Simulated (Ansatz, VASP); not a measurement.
# Ti in VASP and in Ansatz

```xyz
1
Lattice="0.0000 2.0503 2.0300 2.0503 0.0000 2.0300 2.0503 2.0503 0.0000" Properties=species:S:1:pos:R:3 pbc="T T T"
Ti    0.0000    0.0000    0.0000
```

Change from the starting cell: equal xx and yy strain of +1 %, crystal datasets.

Alike in both runs: task electric field gradients; functional LDA; k mesh 14 × 14 × 14; occupations fermi-dirac, width 0.05 eV; no spin polarisation.

```csv
,VASP,Ansatz
version,VASP 6.6.1,Ansatz 0.2.0
potentials or method,"VASP PAW LDA potentials, release 64 (Ti_sv), cutoff 520 eV","all-electron PAW with datasets made for the crystal, scalar-relativistic"
```

VASP gave:

| Quantity | Value |
| --- | --- |
| pressure (GPa) | -7.0 |
| traceless stress, the component that is largest in VASP (GPa) | 0.17 |
| size of Vzz on the site where it differs most (V/Å²) | 1.0 |

Question: What did Ansatz give for the same quantities?

Answer: Pressure (GPa): -6.9; traceless stress, the component that is largest in VASP (GPa): 0.17; size of Vzz on the site where it differs most (V/Å²): 1.0.

LDA's correlation is that of Perdew and Zunger in VASP and of Perdew and Wang (1992) in Ansatz. Ansatz ran all-electron here, and VASP with PAW potentials.
